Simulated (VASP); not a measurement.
# RbBr (I-4m2) in VASP: notebook

RbBr is run at these levels: PBE; tasks: single point.

Program: VASP 6.6.1. These are calculated values, not measurements. Logs are shortened: lines on timing, memory, paths and dates and some standing lists are left out, and cuts for length are marked.

### 1 The cell of the first run

The structure is tetragonal, space group I-4m2 (No. 119). Conventional cell: a = 5.472 Å, b = 5.472 Å, c = 7.623 Å, α = 90.00°, β = 90.00°, γ = 90.00°. Rb (site symmetry -4m2) has 4 Br at 3.33 Å within 4.4 Å. Within 4.4 Å of Br (site symmetry -4m2) lie 4 Rb at 3.33 Å.

### 2 Single point, PBE (uniaxial z strain -1.5%)

Input file INCAR:

```
PREC = Accurate ; ENCUT = 520
EDIFF = 1E-7 ; ISMEAR = 0
SIGMA = 0.01 ; LREAL = F
LASPH = T ; NELM = 100
ALGO = Normal ; ISIF = 2
LWAVE = F ; LCHARG = F
GGA = PE ; NBANDS = 15
```

Input file KPOINTS:

```
regular mesh
0
Gamma
  4 4 4
```

Input file POSCAR:

```
RbBr
1.0
    0.0000000000      3.8694968646      3.8114544117
    3.8694968646      0.0000000000      3.8114544117
    3.8694968646      3.8694968646      0.0000000000
Rb Br
1 1
Direct
    0.0000000000      0.0000000000      0.0000000000
    0.2500000000      0.2500000000      0.2500000000
```

Potentials or basis: VASP PAW PBE potentials, release 64 (Rb_sv, Br).

Started as:

```
cat potpaw_PBE.64/Rb_sv/POTCAR potpaw_PBE.64/Br/POTCAR > POTCAR
mpirun -np 1 vasp_std > vasp.out
```

OUTCAR:

```text
PREC = Accurate
   ENCUT = 520
   EDIFF = 1E-7
   ISMEAR = 0
   LREAL = F
   LASPH = T
   NELM = 100
   ISIF = 2
   GGA = PE

 ion  position               nearest neighbor table
   1  0.000  0.000  0.000-   2 3.33   2 3.33   2 3.33   2 3.33
   2  0.250  0.250  0.250-   1 3.33   1 3.33   1 3.33   1 3.33

  LATTYP: Found a body centered tetragonal cell.
 ALAT       =     5.4722949455
 C/A-ratio  =     1.3930003590

  Lattice vectors:

 A1 = (   0.0000000000,  -3.8694968646,  -3.8114544117)
 A2 = (   0.0000000000,   3.8694968646,  -3.8114544117)
 A3 = (   3.8694968646,   0.0000000000,   3.8114544117)

Analysis of symmetry for initial positions (statically):
=====================================================================
 Subroutine PRICEL returns:
 Original cell was already a primitive cell.

 Routine SETGRP: Setting up the symmetry group for a
 body centered tetragonal supercell.

 Subroutine GETGRP returns: Found  8 space group operations
 (whereof  8 operations were pure point group operations)
 out of a pool of 16 trial point group operations.

The static configuration has the point symmetry D_2d.

Analysis of symmetry for dynamics (positions and initial velocities):
=====================================================================
 Subroutine PRICEL returns:
 Original cell was already a primitive cell.

 Routine SETGRP: Setting up the symmetry group for a
 body centered tetragonal supercell.

 Subroutine GETGRP returns: Found  8 space group operations
 (whereof  8 operations were pure point group operations)
 out of a pool of 16 trial point group operations.

The dynamic configuration has the point symmetry D_2d.

 Subroutine INISYM returns: Found  8 space group operations
 (whereof  8 operations are pure point group operations),
 and found     1 'primitive' translations

----------------------------------------------------------------------------------------

                                     Primitive cell

  volume of cell :     114.1379

  direct lattice vectors                    reciprocal lattice vectors
     0.000000000  3.869496865  3.811454412    -0.129215766  0.129215766  0.131183518
     3.869496865  0.000000000  3.811454412     0.129215766 -0.129215766  0.131183518
     3.869496865  3.869496865  0.000000000     0.129215766  0.129215766 -0.131183518

  length of vectors
     5.431407803  5.431407803  5.472294945     0.224950092  0.224950092  0.224950092

  position of ions in fractional coordinates (direct lattice)
     0.000000000  0.000000000  0.000000000
     0.250000000  0.250000000  0.250000000

  ion indices of the primitive-cell ions
   primitive index   ion index
                 1           1
                 2           2

----------------------------------------------------------------------------------------

 KPOINTS: regular mesh

Automatic generation of k-mesh.
 Grid dimensions read from file:
 generate k-points for:    4    4    4

 Generating k-lattice:

  Cartesian coordinates                     Fractional coordinates (reciprocal lattice)
    -0.032303941  0.032303941  0.032795880     0.250000000  0.000000000  0.000000000
     0.032303941 -0.032303941  0.032795880     0.000000000  0.250000000  0.000000000
     0.032303941  0.032303941 -0.032795880     0.000000000  0.000000000  0.250000000

  Length of vectors
     0.056237523  0.056237523  0.056237523

  Shift w.r.t. Gamma in fractional coordinates (k-lattice)
     0.000000000  0.000000000  0.000000000

 Subroutine IBZKPT returns following result:
 ===========================================

 Found     13 irreducible k-points:

 Following reciprocal coordinates:
            Coordinates               Weight
  0.000000  0.000000  0.000000      1.000000
  0.250000 -0.000000  0.000000      8.000000
  0.500000 -0.000000  0.000000      4.000000
  0.250000  0.250000  0.000000      2.000000
  0.500000  0.250000  0.000000      8.000000
 -0.250000  0.250000  0.000000      4.000000
  0.500000  0.500000  0.000000      1.000000
  0.250000  0.000000  0.250000      4.000000
  0.500000 -0.000000  0.250000     16.000000
 -0.250000  0.000000  0.250000      8.000000
 -0.250000  0.500000  0.250000      4.000000
  0.500000  0.000000  0.500000      2.000000
 -0.250000  0.250000  0.500000      2.000000
   k-points           NKPTS =     13   k-points in BZ     NKDIM =     13   number of bands    NBANDS=     15
   number of dos      NEDOS =    301   number of ions     NIONS =      2
   total plane-waves  NPLWV =  67200
   dimension x,y,z NGX =    40 NGY =   40 NGZ =   42
   dimension x,y,z NGXF=    80 NGYF=   80 NGZF=   84
   ions per type =               1   1
   NGX,Y,Z   is equivalent  to a cutoff of  12.24, 12.24, 12.76 a.u.
   NGXF,Y,Z  is equivalent  to a cutoff of  24.49, 24.49, 25.52 a.u.
 SYSTEM =  unknown system
   PREC   = accura    normal or accurate (medium, high low for compatibility)
   ISTART =      0    job   : 0-new  1-cont  2-samecut
   ICHARG =      2    charge: 1-file 2-atom 10-const
   ISPIN  =      1    spin polarized calculation?
   LNONCOLLINEAR =      F non collinear calculations
   LSORBIT =      F    spin-orbit coupling
   LASPH  =      T    aspherical Exc in radial PAW
   ENCUT  =  520.0 eV  38.22 Ry    6.18 a.u.  10.10 10.10 10.17*2*pi/ulx,y,z
   NELM   =    100;   NELMIN=  2; NELMDL= -5     # of ELM steps
   EDIFF  = 0.1E-06   stopping-criterion for ELM
   LREAL  =      F    real-space projection
   EDIFFG = 0.1E-05   stopping-criterion for IOM
   NSW    =      0    number of steps for IOM
   IBRION =     -1    ionic relax: 0-MD 1-quasi-New 2-CG
   NFREE  =      0    steps in history (QN), initial steepest desc. (CG)
   ISIF   =      2    stress and relaxation
   ISYM   =      2    0-nonsym 1-usesym 2-fastsym
   POTIM  = 0.5000    time-step for ionic-motion
   TEBEG  =    0.0;   TEEND  =   0.0 temperature during run
   PSTRESS=    0.0 pullay stress
   NELECT =      16.0000    total number of electrons
   NUPDOWN=      -1.0000    fix difference up-down
   EMIN   =  10.00;   EMAX   =-10.00  energy-range for DOS
   EFERMI =   0.00;   METHOD = LEGACY
   ISMEAR =     0;   SIGMA  =   0.01  broadening in eV -4-tet -1-fermi 0-gaus
   EFERMI_NEDOS =   21; number of points for ismear=-14 and -15
   IALGO  =     38    algorithm
   IMIX   =      4    mixing-type and parameters
     AMIX     =   0.40;   BMIX     =  1.00
     AMIX_MAG =   1.60;   BMIX_MAG =  1.00
  volume/ion in A,a.u.               =      57.07       385.12
  Fermi-wavevector in a.u.,A,eV,Ry     =   0.850429  1.607078  9.840143  0.723230
  Thomas-Fermi vector in A             =   1.966405
   LORBIT       =      0    0 simple, 1 ext, 2 COOP (PROOUT), +10 PAW based schemes
   GGA     = PE    functional components
   LHFCALC =     F    Hartree Fock is set to
   AEXX    =    0.0000 exact exchange contribution
   IVDW    =     0    specifies the selected vdW correction
   LEPSILON=     F    determine dielectric tensor
   LRPA    =     F    only Hartree local field effects (RPA)
 non-spin polarized calculation
 Gauss-broadening in eV      SIGMA  =   0.01
  energy-cutoff  :      520.00
  volume of cell :      114.14
 maximum number of plane-waves:      3100
   NGX = 21   NGY = 21   NGZ = 21

 number of electron      15.9999999 magnetization

 Free energy of the ion-electron system (eV)
  ---------------------------------------------------
  ext. energy  EPLUGINS =         0.00000000
  ---------------------------------------------------
  free energy    TOTEN  =        -5.92468088 eV

  energy without entropy =       -5.92468088  energy(sigma->0) =       -5.92468088

 E-fermi :  -2.9439     XC(G=0):  -5.7813

 val. band max:       -3.0418508169   @ k =   0.5000   0.0000   0.5000
 cond. band min:       1.0495299604   @ k =   0.0000   0.0000   0.0000
 fundamental gap:      4.0913807773
 Fermi energy:        -2.9439370562

 k-point     1 :       0.0000    0.0000    0.0000
  band No.  band energies     occupation
      1     -27.5993      2.00000
      2     -14.9289      2.00000
      3     -11.7103      2.00000
      4     -11.7087      2.00000
      5     -11.7087      2.00000
      6      -3.1425      2.00000
      7      -3.1425      2.00000
      8      -3.1381      2.00000
      9       1.0495      0.00000
     10       5.0853      0.00000
     11       5.1850      0.00000
     12       6.0964      0.00000
     13       6.0964      0.00000
     14       6.1742      0.00000
     15       7.1306      0.00000

 k-point     2 :       0.2500   -0.0000    0.0000
  band No.  band energies     occupation
      1     -27.5981      2.00000
      2     -14.9526      2.00000
      3     -11.7161      2.00000
      4     -11.7155      2.00000
      5     -11.6835      2.00000
      6      -3.2696      2.00000
      7      -3.1189      2.00000
      8      -3.1128      2.00000
      9       1.8698      0.00000
     10       4.7492      0.00000
     11       4.8075      0.00000
     12       5.1928      0.00000
     13       6.0713      0.00000
     14       6.6076      0.00000
     15       6.6122      0.00000

 k-point     3 :       0.5000   -0.0000    0.0000
  band No.  band energies     occupation
      1     -27.5970      2.00000
      2     -14.9757      2.00000
      3     -11.7223      2.00000
      4     -11.7223      2.00000
      5     -11.6594      2.00000
      6      -3.3525      2.00000
      7      -3.0965      2.00000
      8      -3.0873      2.00000
      9       3.2686      0.00000
     10       3.4686      0.00000
     11       4.7596      0.00000
     12       4.8132      0.00000
     13       6.1520      0.00000
     14       6.2062      0.00000
     15       6.7366      0.00000
[... 145 lines left out ...]
 k-point    12 :       0.5000    0.0000    0.5000
  band No.  band energies     occupation
      1     -27.5962      2.00000
      2     -14.9914      2.00000
      3     -11.7426      2.00000
      4     -11.7385      2.00000
      5     -11.6116      2.00000
      6      -3.4558      2.00000
      7      -3.0453      2.00000
      8      -3.0419      2.00000
      9       2.8798      0.00000
     10       3.6993      0.00000
     11       5.4446      0.00000
     12       5.9613      0.00000
     13       6.0242      0.00000
     14       6.0684      0.00000
     15       6.5116      0.00000

 k-point    13 :      -0.2500    0.2500    0.5000
  band No.  band energies     occupation
      1     -27.5962      2.00000
      2     -14.9911      2.00000
      3     -11.7513      2.00000
      4     -11.7431      2.00000
      5     -11.5991      2.00000
      6      -3.3098      2.00000
      7      -3.1965      2.00000
      8      -3.0434      2.00000
      9       3.0238      0.00000
     10       3.6926      0.00000
     11       5.3708      0.00000
     12       5.5485      0.00000
     13       5.7469      0.00000
     14       6.0227      0.00000
     15       7.0192      0.00000

------------------------ aborting loop because EDIFF is reached ----------------------------------------

  FORCE on cell =-STRESS in cart. coord.  units (eV):
  Direction    XX          YY          ZZ          XY          YZ          ZX
  --------------------------------------------------------------------------------------
  -------------------------------------------------------------------------------------
  Total        0.2327633      0.2327633      0.2330890      0.0000000      0.0000000     -0.0000000
  in kB        3.2673473      3.2673473      3.2719202      0.0000000      0.0000000     -0.0000000
  external PRESSURE =       3.2688716 kB  Pullay stress =       0.0000000 kB

 VOLUME and BASIS-vectors are now :
 -----------------------------------------------------------------------------
  energy-cutoff  :      520.00
  volume of cell :      114.14
      direct lattice vectors                 reciprocal lattice vectors
     0.000000000  3.869496865  3.811454412    -0.129215766  0.129215766  0.131183518
     3.869496865  0.000000000  3.811454412     0.129215766 -0.129215766  0.131183518
     3.869496865  3.869496865  0.000000000     0.129215766  0.129215766 -0.131183518

 POSITION                                       TOTAL-FORCE (eV/Angst)
 -----------------------------------------------------------------------------------
      0.00000      0.00000      0.00000        -0.000000     -0.000000      0.000000
      1.93475      1.93475      1.90573         0.000000      0.000000     -0.000000
 -----------------------------------------------------------------------------------
    total drift:                                0.000000      0.000000      0.000000

  FREE ENERGIE OF THE ION-ELECTRON SYSTEM (eV)
  ---------------------------------------------------
  free  energy   TOTEN  =        -5.9246808840 eV

  energy  without entropy=       -5.9246808840  energy(sigma->0) =       -5.92468088
```

It took 24 s on 1 thread of Intel Xeon Platinum 8259CL at 2.50GHz (Skylake/Cascade Lake), shared host; peak memory 0.24 GiB.

Results:

- Free energy: -5.9247 eV
- Pressure: 0.3 GPa
- Band gap on the k mesh: 4.09 eV (least direct gap 4.19 eV)

Caveat: the cell differs from its parent crystal (uniaxial z strain -1.5%); the structure was generated, so it needn't be the stable form of RbBr. A k mesh can miss the band edges.

### 3 Single point, PBE (uniaxial x strain -2.0%)

Input file INCAR:

```
SYSTEM = RbBr
  PREC = Accurate
  ENCUT = 520
  EDIFF = 1E-7
  ISMEAR = 0
  SIGMA = 0.01
  LREAL = .False.
  LASPH = .True.
  NELM = 80
  ALGO = Normal
  ISIF = 2
  LWAVE = .False.
  LCHARG = .False.
  GGA = PE
  NBANDS = 15
```

Input file KPOINTS:

```
Automatic mesh
0
Gamma
  4 4 4
  0 0 0
```

Input file POSCAR:

```
RbBr
1.0
    0.0000000000      3.8694968646      3.8694968646
    3.7921069273      0.0000000000      3.8694968646
    3.7921069273      3.8694968646      0.0000000000
Rb Br
1 1
Direct
    0.0000000000      0.0000000000      0.0000000000
    0.2500000000      0.2500000000      0.2500000000
```

Potentials or basis: VASP PAW PBE potentials, release 64 (Rb_sv, Br).

Started as:

```
cat potpaw_PBE.64/Rb_sv/POTCAR potpaw_PBE.64/Br/POTCAR > POTCAR
mpirun -np 1 vasp_std > vasp.out
```

Wall time 35 s (1 thread of Intel Xeon Platinum 8259CL at 2.50GHz (Skylake/Cascade Lake), shared host); peak memory 0.24 GiB.

The run converged. Its results:

```
Free energy            : -5.9234 eV
Pressure               : 0.4 GPa
Band gap on the k mesh : 4.10 eV (least direct gap 4.20 eV)
```

Levels at points of the mesh, in eV from the valence-band top:
```csv
k point,band 4,band 5,band 6,band 7,band 8,band 9,band 10,band 11,band 12,band 13
"(0.00, 0.00, 0.00)",-8.66,-8.66,-0.10,-0.10,-0.10,4.10,8.12,8.25,9.14,9.14
"(0.50, 0.00, 0.00)",-8.67,-8.61,-0.31,-0.06,-0.05,6.32,6.52,7.80,7.87,9.20
"(0.50, 0.50, 0.00)",-8.69,-8.56,-0.42,0.00,0.00,5.92,6.74,8.51,9.02,9.07
"(0.00, 0.50, 0.50)",-8.69,-8.57,-0.41,-0.01,-0.01,5.95,6.76,8.60,9.09,9.09
```

Caveat: the cell differs from its parent crystal (uniaxial x strain -2.0%); the structure was generated, so it needn't be the stable form of RbBr.
